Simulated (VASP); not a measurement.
**SnSe2: single point with PBE+D3(BJ)**

SnSe2, a slab with vacuum:

```
Se Sn
1.0
     7.67810    0.00000    0.00000
    -3.83905    6.64943    0.00000
     0.00000    0.00000   21.18800
Se Sn
8 4
Direct
  0.33333 0.16667 0.37757
  0.33333 0.66667 0.37757
  0.83333 0.16667 0.37757
  0.83333 0.66667 0.37757
  0.16722 0.33209 0.52807
  0.16840 0.83540 0.52816
  0.66410 0.32829 0.52804
  0.66594 0.83334 0.52789
  0.99969 0.99981 0.45293
  0.00035 0.49995 0.45367
  0.49837 0.99637 0.45211
  0.49981 0.49983 0.45298
```

| Item | Value |
| --- | --- |
| Program | VASP 6.6.1 |
| Task | single point |
| Functional | PBE |
| Dispersion | D3(BJ) |
| Potentials or basis | VASP PAW PBE potentials, release 64 (Se, Sn_d) |
| Cutoff | 520 eV |
| k mesh | 3 × 3 × 1 |
| Occupations | gaussian, width 0.05 eV |
| Spin | no spin polarisation |

```json
{
 "Largest force": "0.185 eV/Å",
 "Band gap on the k mesh": "0.75 eV",
 "Dispersion energy per atom": "-0.251 eV"
}
```

Forces in eV/Å, atoms in the order of the input:
```
Se  -0.022 -0.002 -0.025
Se  -0.024 -0.087 -0.050
Se   0.027  0.026  0.005
Se   0.026 -0.021  0.055
Se  -0.032  0.044  0.065
Se  -0.033 -0.091  0.041
Se   0.009  0.105 -0.004
Se   0.036 -0.044  0.069
Sn   0.006 -0.007 -0.092
Sn  -0.093 -0.049 -0.047
Sn  -0.003  0.185  0.000
Sn   0.103 -0.059 -0.017
```

Levels at points of the mesh, in eV from the valence-band top:
```tsv
k point	band 48	band 49	band 50	band 51	band 52	band 53	band 54	band 55	band 56	band 57
(0.00, 0.00, 0.00)	-0.33	-0.33	-0.32	-0.07	-0.07	0.75	0.79	0.83	1.58	3.09
```

Run time: 44 min on 1 thread of AMD EPYC 7R13, on a shared host, peak memory 1.1 GiB.

Caveat: spin-orbit coupling is left out, which moves the levels of the heavy elements.
